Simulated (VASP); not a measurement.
# MgS (Imm2) in VASP: notebook

The runs below take MgS through single point, with PBE.

All numbers are computed with VASP 6.6.1; they aren't measurements. Logs are shortened: lines on timing, memory, paths and dates and some standing lists are left out, and cuts for length are marked.

## (1) The cell of the first run

Symmetry: Imm2, No. 44, orthorhombic system. Conventional cell: a = 3.679 Å, b = 5.203 Å, c = 3.679 Å, α = 90.00°, β = 90.00°, γ = 90.00°. Mg (site symmetry mm2) has 6 S at 2.54 to 2.66 Å within 3.4 Å. Within 3.4 Å of S (site symmetry mm2) lie 6 Mg at 2.54 to 2.66 Å.

## (2) Single point, PBE (all Mg atoms moved +0.087 Å, as atom 1 along Cartesian [1 1 0])

The input, INCAR:

```
SYSTEM = MgS
  ALGO = Normal
  EDIFF = 1E-6
  ENCUT = 520
  GGA = PE
  ISIF = 2
  ISMEAR = 0
  LASPH = .True.
  LCHARG = .False.
  LREAL = .False.
  LWAVE = .False.
  NBANDS = 11
  NELM = 100
  PREC = Accurate
  SIGMA = 0.05
```

The input, KPOINTS:

```
k-points
0
Gamma
  8 8 8
  0 0 0
```

The input, POSCAR:

```
MgS
1.0
    0.0000000000      2.6016500000      2.6016500000
    2.6016500000      0.0000000000      2.6016500000
    2.6016500000      2.6016500000      0.0000000000
Mg S
1 1
Direct
    0.0000000000      0.0000000000      0.0237817706
    0.5000000000      0.5000000000      0.5000000000
```

Potentials or basis: VASP PAW PBE potentials, release 64 (Mg, S).

Started as:

```
cat potpaw_PBE.64/Mg/POTCAR potpaw_PBE.64/S/POTCAR > POTCAR
mpirun -np 1 vasp_std > vasp.out
```

OUTCAR:

```text
SYSTEM = MgS
   EDIFF = 1E-6
   ENCUT = 520
   GGA = PE
   ISIF = 2
   ISMEAR = 0
   LASPH = .True.
   LREAL = .False.
   NELM = 100
   PREC = Accurate

 ion  position               nearest neighbor table
   1  0.000  0.000  0.024-   2 2.54   2 2.54   2 2.60   2 2.60   2 2.66   2 2.66
   2  0.500  0.500  0.500-   1 2.54   1 2.54   1 2.60   1 2.60   1 2.66   1 2.66

  LATTYP: Found a face centered cubic cell.
 ALAT       =     5.2033000000

  Lattice vectors:

 A1 = (   0.0000000000,   2.6016500000,   2.6016500000)
 A2 = (   2.6016500000,   0.0000000000,   2.6016500000)
 A3 = (   2.6016500000,   2.6016500000,   0.0000000000)

Analysis of symmetry for initial positions (statically):
=====================================================================
 Subroutine PRICEL returns:
 Original cell was already a primitive cell.

 Routine SETGRP: Setting up the symmetry group for a
 face centered cubic supercell.

 Subroutine GETGRP returns: Found  4 space group operations
 (whereof  4 operations were pure point group operations)
 out of a pool of 48 trial point group operations.

The static configuration has the point symmetry C_2v.

Analysis of symmetry for dynamics (positions and initial velocities):
=====================================================================
 Subroutine PRICEL returns:
 Original cell was already a primitive cell.

 Routine SETGRP: Setting up the symmetry group for a
 face centered cubic supercell.

 Subroutine GETGRP returns: Found  4 space group operations
 (whereof  4 operations were pure point group operations)
 out of a pool of 48 trial point group operations.

The dynamic configuration has the point symmetry C_2v.

 Subroutine INISYM returns: Found  4 space group operations
 (whereof  4 operations are pure point group operations),
 and found     1 'primitive' translations

----------------------------------------------------------------------------------------

                                     Primitive cell

  volume of cell :      35.2190

  direct lattice vectors                    reciprocal lattice vectors
     0.000000000  2.601650000  2.601650000    -0.192185728  0.192185728  0.192185728
     2.601650000  0.000000000  2.601650000     0.192185728 -0.192185728  0.192185728
     2.601650000  2.601650000  0.000000000     0.192185728  0.192185728 -0.192185728

  length of vectors
     3.679288715  3.679288715  3.679288715     0.332875446  0.332875446  0.332875446

  position of ions in fractional coordinates (direct lattice)
     0.000000000  0.000000000  0.023781771
     0.500000000  0.500000000  0.500000000

  ion indices of the primitive-cell ions
   primitive index   ion index
                 1           1
                 2           2

----------------------------------------------------------------------------------------

 KPOINTS: k-points

Automatic generation of k-mesh.
 Grid dimensions read from file:
 generate k-points for:    8    8    8

 Generating k-lattice:

  Cartesian coordinates                     Fractional coordinates (reciprocal lattice)
    -0.024023216  0.024023216  0.024023216     0.125000000  0.000000000  0.000000000
     0.024023216 -0.024023216  0.024023216     0.000000000  0.125000000  0.000000000
     0.024023216  0.024023216 -0.024023216     0.000000000  0.000000000  0.125000000

  Length of vectors
     0.041609431  0.041609431  0.041609431

  Shift w.r.t. Gamma in fractional coordinates (k-lattice)
     0.000000000  0.000000000  0.000000000

 Subroutine IBZKPT returns following result:
 ===========================================

 Found     95 irreducible k-points:

 Following reciprocal coordinates:
            Coordinates               Weight
  0.000000  0.000000  0.000000      1.000000
  0.125000  0.000000  0.000000      4.000000
  0.000000  0.000000  0.125000      4.000000
  0.250000  0.000000  0.000000      4.000000
  0.000000  0.000000  0.250000      4.000000
  0.375000  0.000000  0.000000      4.000000
[... 16 lines left out ...]
  0.125000  0.125000 -0.375000      4.000000
 -0.375000  0.125000  0.000000      4.000000
 [... further k-points ...]
   k-points           NKPTS =     95   k-points in BZ     NKDIM =     95   number of bands    NBANDS=     11
   number of dos      NEDOS =    301   number of ions     NIONS =      2
   total plane-waves  NPLWV =  21952
   dimension x,y,z NGX =    28 NGY =   28 NGZ =   28
   dimension x,y,z NGXF=    56 NGYF=   56 NGZF=   56
   ions per type =               1   1
   NGX,Y,Z   is equivalent  to a cutoff of  12.65, 12.65, 12.65 a.u.
   NGXF,Y,Z  is equivalent  to a cutoff of  25.30, 25.30, 25.30 a.u.
 SYSTEM =  MgS
   PREC   = accura    normal or accurate (medium, high low for compatibility)
   ISTART =      0    job   : 0-new  1-cont  2-samecut
   ICHARG =      2    charge: 1-file 2-atom 10-const
   ISPIN  =      1    spin polarized calculation?
   LNONCOLLINEAR =      F non collinear calculations
   LSORBIT =      F    spin-orbit coupling
   LASPH  =      T    aspherical Exc in radial PAW
   ENCUT  =  520.0 eV  38.22 Ry    6.18 a.u.   6.84  6.84  6.84*2*pi/ulx,y,z
   NELM   =    100;   NELMIN=  2; NELMDL= -5     # of ELM steps
   EDIFF  = 0.1E-05   stopping-criterion for ELM
   LREAL  =      F    real-space projection
   EDIFFG = 0.1E-04   stopping-criterion for IOM
   NSW    =      0    number of steps for IOM
   IBRION =     -1    ionic relax: 0-MD 1-quasi-New 2-CG
   NFREE  =      0    steps in history (QN), initial steepest desc. (CG)
   ISIF   =      2    stress and relaxation
   ISYM   =      2    0-nonsym 1-usesym 2-fastsym
   POTIM  = 0.5000    time-step for ionic-motion
   TEBEG  =    0.0;   TEEND  =   0.0 temperature during run
   PSTRESS=    0.0 pullay stress
   NELECT =       8.0000    total number of electrons
   NUPDOWN=      -1.0000    fix difference up-down
   EMIN   =  10.00;   EMAX   =-10.00  energy-range for DOS
   EFERMI =   0.00;   METHOD = LEGACY
   ISMEAR =     0;   SIGMA  =   0.05  broadening in eV -4-tet -1-fermi 0-gaus
   EFERMI_NEDOS =   21; number of points for ismear=-14 and -15
   IALGO  =     38    algorithm
   IMIX   =      4    mixing-type and parameters
     AMIX     =   0.40;   BMIX     =  1.00
     AMIX_MAG =   1.60;   BMIX_MAG =  1.00
  volume/ion in A,a.u.               =      17.61       118.83
  Fermi-wavevector in a.u.,A,eV,Ry     =   0.998878  1.887606 13.575323  0.997758
  Thomas-Fermi vector in A             =   2.131131
   LORBIT       =      0    0 simple, 1 ext, 2 COOP (PROOUT), +10 PAW based schemes
   GGA     = PE    functional components
   LHFCALC =     F    Hartree Fock is set to
   AEXX    =    0.0000 exact exchange contribution
   IVDW    =     0    specifies the selected vdW correction
   LEPSILON=     F    determine dielectric tensor
   LRPA    =     F    only Hartree local field effects (RPA)
 non-spin polarized calculation
 Gauss-broadening in eV      SIGMA  =   0.05
  energy-cutoff  :      520.00
  volume of cell :       35.22
 maximum number of plane-waves:       960
   NGX = 13   NGY = 13   NGZ = 13

 number of electron       8.0000000 magnetization

 Free energy of the ion-electron system (eV)
  ---------------------------------------------------
  ext. energy  EPLUGINS =         0.00000000
  ---------------------------------------------------
  free energy    TOTEN  =        -8.49112560 eV

  energy without entropy =       -8.49112560  energy(sigma->0) =       -8.49112560

 E-fermi :   3.9971     XC(G=0):  -9.6862

 val. band max:        3.7239907309   @ k =   0.0000   0.0000   0.0000
 cond. band min:       6.5012211900   @ k =   0.5000   0.5000   0.0000
 fundamental gap:      2.7772304591
 Fermi energy:         3.9971152695

 k-point     1 :       0.0000    0.0000    0.0000
  band No.  band energies     occupation
      1      -8.9441      2.00000
      2       3.7111      2.00000
      3       3.7239      2.00000
      4       3.7240      2.00000
      5       7.4323      0.00000
      6      11.6755      0.00000
      7      11.6764      0.00000
      8      11.6873      0.00000
      9      14.0847      0.00000
     10      14.0951      0.00000
     11      16.2476      0.00000

 k-point     2 :       0.1250    0.0000    0.0000
  band No.  band energies     occupation
      1      -8.7931      2.00000
      2       2.6701      2.00000
      3       3.6190      2.00000
      4       3.6243      2.00000
      5       8.2314      0.00000
      6      11.3512      0.00000
      7      11.9264      0.00000
      8      11.9394      0.00000
      9      13.4439      0.00000
     10      13.4650      0.00000
     11      16.4076      0.00000

 k-point     3 :       0.0000    0.0000    0.1250
  band No.  band energies     occupation
      1      -8.7932      2.00000
      2       2.6771      2.00000
      3       3.6106      2.00000
      4       3.6237      2.00000
      5       8.2348      0.00000
      6      11.3593      0.00000
      7      11.9237      0.00000
      8      11.9256      0.00000
      9      13.4541      0.00000
     10      13.4553      0.00000
     11      16.4274      0.00000

 k-point     4 :       0.2500    0.0000    0.0000
  band No.  band energies     occupation
      1      -8.3850      2.00000
      2       0.9143      2.00000
      3       3.3993      2.00000
      4       3.4049      2.00000
      5       8.6797      0.00000
      6      11.5467      0.00000
      7      11.5524      0.00000
      8      12.0265      0.00000
      9      14.0098      0.00000
     10      14.0380      0.00000
     11      15.6025      0.00000
[... 239 lines left out ...]
 k-point    22 :       0.1250    0.0000    0.5000
  band No.  band energies     occupation
      1      -7.5960      2.00000
      2      -0.8611      2.00000
      3       2.4896      2.00000
      4       2.9345      2.00000
      5       8.8920      0.00000
      6      10.0423      0.00000
      7      11.2117      0.00000
      8      13.7591      0.00000
      9      15.6949      0.00000
     10      17.5992      0.00000
     11      18.0971      0.00000

 k-point    23 :       0.1250    0.1250   -0.3750
  band No.  band energies     occupation
      1      -7.5960      2.00000
      2      -0.8613      2.00000
      3       2.4982      2.00000
      4       2.9252      2.00000
      5       8.8956      0.00000
      6      10.0388      0.00000
      7      11.2118      0.00000
      8      13.7472      0.00000
      9      15.7225      0.00000
     10      17.5930      0.00000
     11      18.1099      0.00000

 k-point    24 :      -0.3750    0.1250    0.0000
  band No.  band energies     occupation
      1      -7.6773      2.00000
      2      -0.6812      2.00000
      3       2.3697      2.00000
      4       3.1179      2.00000
      5       9.0675      0.00000
      6      10.1910      0.00000
      7      11.0820      0.00000
      8      13.5712      0.00000
      9      15.7251      0.00000
     10      16.1881      0.00000
     11      18.4766      0.00000

 [... further k-points ...]

------------------------ aborting loop because EDIFF is reached ----------------------------------------

  FORCE on cell =-STRESS in cart. coord.  units (eV):
  Direction    XX          YY          ZZ          XY          YZ          ZX
  --------------------------------------------------------------------------------------
  -------------------------------------------------------------------------------------
  Total        0.2801268      0.2801268      0.1756284     -0.0126419      0.0000000      0.0000000
  in kB       12.7434979     12.7434979      7.9896694     -0.5751060      0.0000000      0.0000000
  external PRESSURE =      11.1588884 kB  Pullay stress =       0.0000000 kB

 VOLUME and BASIS-vectors are now :
 -----------------------------------------------------------------------------
  energy-cutoff  :      520.00
  volume of cell :       35.22
      direct lattice vectors                 reciprocal lattice vectors
     0.000000000  2.601650000  2.601650000    -0.192185728  0.192185728  0.192185728
     2.601650000  0.000000000  2.601650000     0.192185728 -0.192185728  0.192185728
     2.601650000  2.601650000  0.000000000     0.192185728  0.192185728 -0.192185728

 POSITION                                       TOTAL-FORCE (eV/Angst)
 -----------------------------------------------------------------------------------
      0.06187      0.06187      0.00000        -0.174880     -0.174880     -0.000000
      2.60165      2.60165      2.60165         0.174880      0.174880      0.000000
 -----------------------------------------------------------------------------------
    total drift:                               -0.000116     -0.000116     -0.000000

  FREE ENERGIE OF THE ION-ELECTRON SYSTEM (eV)
  ---------------------------------------------------
  free  energy   TOTEN  =        -8.4911256022 eV

  energy  without entropy=       -8.4911256022  energy(sigma->0) =       -8.49112560
```

It took 48 s on 1 thread of Intel Xeon 8259CL, shared host; peak memory 0.18 GiB.

Results:

* Free energy: -8.4911 eV
* Pressure: 1.1 GPa
* Largest force: 0.247 eV/Å
* Band gap on the k mesh: 2.78 eV, indirect (least direct gap 3.71 eV)

Forces on the atoms (eV/Å):
```
Mg  -0.175 -0.175  0.000
S    0.175  0.175  0.000
```

Caveat: the cell differs from its parent crystal (all Mg atoms moved +0.087 Å, as atom 1 along Cartesian [1 1 0]). A k mesh can miss the band edges.

(Part 1 of 2 ends here.)
